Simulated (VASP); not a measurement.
A run of VASP 6.6.1 is set up as follows.

INCAR

```
SYSTEM = GaP
PREC = Accurate ; ENCUT = 600
EDIFF = 1E-7 ; ISMEAR = -1
SIGMA = 0.1 ; LREAL = .False.
LASPH = .True. ; NELM = 60
ALGO = Normal ; ISIF = 3
LWAVE = .False. ; LCHARG = .False.
GGA = CA ; IBRION = 2
NSW = 60 ; EDIFFG = -0.005
```

The input KPOINTS:

```
regular mesh
0
Gamma
  13 13 13
  0 0 0
```

The input POSCAR:

```
GaP
1.0
    0.0000000000      2.7103316823      2.7103316823
    2.7103316823      0.0000000000      2.7103316823
    2.7103316823      2.7103316823      0.0000000000
Ga P
1 1
Direct
    0.0000000000      0.0000000000      0.0000000000
    0.2500000000      0.2500000000      0.2500000000
```

Potentials or basis: VASP PAW LDA potentials, release 64 (Ga_d, P).

Launch:

```bash
$ cat potpaw_LDA.64/Ga_d/POTCAR potpaw_LDA.64/P/POTCAR > POTCAR
$ mpirun -np 1 vasp_std > vasp.out
```

Task: Estimate the space group after relaxing (to 0.05 Å).

Result: F-43m (No. 216).

Task: Estimate the band gap on the k mesh.

Result: 1.40 eV, indirect (least direct gap 1.90 eV).

Task: Estimate the relaxed volume.

Result: 19.61 Å³/atom.

Step by step:
```
step  energy change (eV)  largest force (eV/Å)  pressure (GPa)  volume (Å³)
   1              0.0000                0.0000           -1.31        39.82
   2             -0.0017                0.0000            0.83        38.89
   3             -0.0025                0.0000           -0.03        39.22
```

A k mesh can miss the band edges. Expect the measured gap to be larger: semilocal functionals such as LDA lack the derivative discontinuity.
